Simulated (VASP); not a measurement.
Input of a VASP 6.6.1 run:

Contents of INCAR:

```
SYSTEM = Zn18O19
ALGO = Normal ; EDIFF = 1E-6
ENCUT = 520 ; GGA = PE
ISIF = 2 ; ISMEAR = 0
LASPH = .True. ; LCHARG = .True.
LELF = .True. ; LREAL = Auto
LVHAR = .True. ; LWAVE = .False.
NBANDS = 189 ; NELM = 60
PREC = Accurate ; SIGMA = 0.01
```

KPOINTS

```
Automatic mesh
0
Gamma
  2 2 2
  0.5 0.5 0.5
```

The input POSCAR:

```
Zn18O19
1.0
   -4.9190861691     -2.8400357239      5.2932331742
    4.9190861691     -2.8400357239      5.2932331742
    0.0000000001      5.6800714478      5.2932331742
Zn O
18 19
Direct
    0.6114907440      0.6087012786      0.2851682754
    0.6153178633      0.2713955428      0.6121979160
    0.2794135868      0.9404567331      0.2816056625
    0.9401283006      0.2689428223      0.3172377203
    0.2792727810      0.6049699945      0.6172211832
    0.6156205543      0.9356757299      0.9479806931
    0.3039552691      0.2650940484      0.9418223355
    0.9462526926      0.9410816582      0.6178888160
    0.9402024105      0.6402365708      0.9455976994
    0.5573448355      0.2167568222      0.2269186195
    0.5553440935      0.8836647600      0.5602533998
    0.2235833929      0.5518114616      0.2284563189
    0.8887841345      0.8909630611      0.2316411511
    0.2268720183      0.2179158350      0.5632640013
    0.5573099257      0.5505018382      0.8932825934
    0.2269957763      0.8865253675      0.8945943208
    0.8886091083      0.5551751713      0.5675083942
    0.8836523853      0.2081093679      0.8842014552
    0.7391211505      0.7334493525      0.4098580444
    0.7349954291      0.3991917055      0.7401016233
    0.4056907994      0.0666670870      0.4086965394
    0.0732628576      0.4044732536      0.4167444013
    0.4056469790      0.7321639724      0.7431563258
    0.7353536762      0.0638438273      0.0755602247
    0.4056685937      0.4005847099      0.0771131764
    0.0762191505      0.0636217279      0.7403462890
    0.0732832001      0.7399827365      0.0810308200
    0.6820200058      0.3456795372      0.3514823339
    0.6840025072      0.0094295623      0.6859587666
    0.3503213011      0.6774567962      0.3541866936
    0.0186413550      0.0052944822      0.3615999046
    0.3593222791      0.3433454564      0.6798835554
    0.6820450831      0.6749676515      0.0222267792
    0.3596211030      0.0030872745      0.0199871317
    0.0185495035      0.6847890427      0.6820004028
    0.0385266245      0.3954909463     -0.0830020264
    0.0393651013      0.2401433232      0.0727773107
```

Potentials or basis: VASP PAW PBE potentials, release 64 (Zn, O).

The run is started by

```console
$ cat potpaw_PBE.64/Zn/POTCAR potpaw_PBE.64/O/POTCAR > POTCAR
$ mpirun -np 1 vasp_std > vasp.out
```

Problem. Predict the band gap on the k mesh.

Solution. 1.67 eV.

Problem. Estimate the pressure.

Solution. 3.9 GPa.

Stress tensor (GPa, compression positive):
```
4.19 0.22 0.03
0.22 3.92 0.03
0.03 0.03 3.53
```

Caveat: the cell differs from its parent crystal (with an interstitial atom, then relaxed in part).
